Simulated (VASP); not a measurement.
Here is a VASP 6.6.1 calculation.

INCAR

```
SYSTEM = As
  PREC = Accurate
  ENCUT = 520
  EDIFF = 1E-7
  ISMEAR = -1
  SIGMA = 0.05
  LREAL = .False.
  LASPH = .True.
  NELM = 80
  ALGO = Normal
  ISIF = 2
  LWAVE = .False.
  LCHARG = .False.
  GGA = B5
  ALDAX = 1.0
  AGGAX = 1.0
  AGGAC = 1.0
  ALDAC = 0.0
  NBANDS = 12
```

File KPOINTS:

```
Automatic mesh
0
Gamma
  9 9 9
  0 0 0
```

Contents of POSCAR:

```
As
1.0
    1.8807968987      1.0858785957      3.5140619945
   -1.8807968987      1.0858785957      3.5140619945
    0.0000000000     -2.1717571915      3.5140619945
As
2
Direct
    0.2260000000      0.2260000000      0.2260000000
    0.7740000000      0.7740000000      0.7740000000
```

Potentials or basis: VASP PAW PBE potentials, release 64 (As).

Run with:

```console
$ cat potpaw_PBE.64/As/POTCAR > POTCAR
$ mpirun -np 1 vasp_std > vasp.out
```

(1) What does it give for the pressure?

(2) What does it give for the largest force?

(3) Estimate the band gap on the k mesh.

Answers

(1) 9.6 GPa.

(2) 0.516 eV/Å.

(3) zero (band 5 reaches 5.97 eV, above the bottom of band 6 at 5.88 eV).

Caveat: the PAW data sets were made with another functional, which shifts forces and pressure a little.
